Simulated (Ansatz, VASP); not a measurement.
## One calculation of TiAl2, two programs

```
CELL_PARAMETERS angstrom
3.90067 0.00000 0.00000
0.00000 3.97242 0.00000
0.00000 0.00000 25.16970
ATOMIC_POSITIONS crystal
Al 0.50000 0.00000 0.29798
Al 0.00000 0.50000 0.29798
Al 0.50000 0.50000 0.38077
Al 0.00000 0.50000 0.45461
Al 0.00000 0.00000 0.53740
Al 0.50000 0.50000 0.53740
Al 0.00000 0.50000 0.62020
Al 0.50000 0.50000 0.69403
Ti 0.00000 0.00000 0.37278
Ti 0.50000 0.00000 0.46260
Ti 0.50000 0.00000 0.61221
Ti 0.00000 0.00000 0.70202
```

Alike in both runs: task single point; functional PBEsol; k mesh 2 × 2 × 1; occupations gaussian, width 0.1 eV; no spin polarisation.

```csv
,VASP,Ansatz
version,VASP 6.6.1,Ansatz 0.2.0
potentials or method,"VASP PAW PBE potentials, release 64 (Al, Ti_sv), cutoff 520 eV","scalar-relativistic, plane waves, PAW"
valence electrons in the cell,72,72
```

Ansatz gave:

| Property | Result |
| --- | --- |
| gap on the k mesh at the Fermi level (eV) | none |
| rms of the force components (eV/Å) | 0.179 |

Task: Which values does VASP return?

Result: gap on the k mesh at the Fermi level (eV): none; rms of the force components (eV/Å): 0.177.

VASP's potentials were made for PBE, not for PBEsol. A gap of «none» marks a metal or a gap that the smearing closes. The functional is the same, so the differences come from potentials, cutoffs and numerics.

The k mesh is coarse, so the values compare programs but aren't converged.
